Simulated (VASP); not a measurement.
A run of VASP 6.6.1 is set up as follows.

File INCAR:

```
SYSTEM = KYSe2
ALGO = Normal ; EDIFF = 1E-7
ENCUT = 520 ; GGA = PS
ISIF = 2 ; ISMEAR = -1
LASPH = .True. ; LCHARG = .False.
LREAL = .False. ; LWAVE = .False.
NBANDS = 42 ; NELM = 60
PREC = Accurate ; SIGMA = 0.03
```

Contents of KPOINTS:

```
k-points
0
Gamma
  6 4 2
  0 0 0
```

The input POSCAR:

```
KYSe2
1.0
    4.1030089112      0.0000000000      0.0000000000
    0.0000000000      5.9559519954      0.0000000000
    0.0000000000      0.0000000000      9.1791510942
K Se Y
2 4 2
Direct
    0.0000000000      0.0000000000      0.8934255886
    0.5000000000      0.5000000000      0.1065744114
    0.0000000000      0.5000000000      0.8220768981
    0.5000000000      0.0000000000      0.1779231019
    0.0000000000      0.5000000000      0.3985609149
    0.5000000000      0.0000000000      0.6014390851
    0.0000000000      0.0000000000      0.3812252935
    0.5000000000      0.5000000000      0.6187747065
```

Potentials or basis: VASP PAW PBE potentials, release 64 (K_sv, Se, Y_sv).

Run with:

```console
$ cat potpaw_PBE.64/K_sv/POTCAR potpaw_PBE.64/Se/POTCAR potpaw_PBE.64/Y_sv/POTCAR > POTCAR
$ mpirun -np 1 vasp_std > vasp.out
```

Predict the largest force.

0.005 eV/Å.

What does it give for the band gap on the k mesh?

1.75 eV, indirect (least direct gap 1.85 eV).

What does it give for the pressure?

0.1 GPa.

Forces in eV/Å, atoms in the order of the input:
```
K    0.000  0.000  0.003
K    0.000  0.000 -0.003
Se   0.000  0.000 -0.005
Se   0.000  0.000  0.005
Se   0.000  0.000  0.000
Se   0.000  0.000  0.000
Y    0.000  0.000  0.000
Y    0.000  0.000  0.000
```

Caveat: the PAW data sets were made with another functional, which shifts forces and pressure a little. As with any semilocal functional, this PBEsol gap is likely too small.
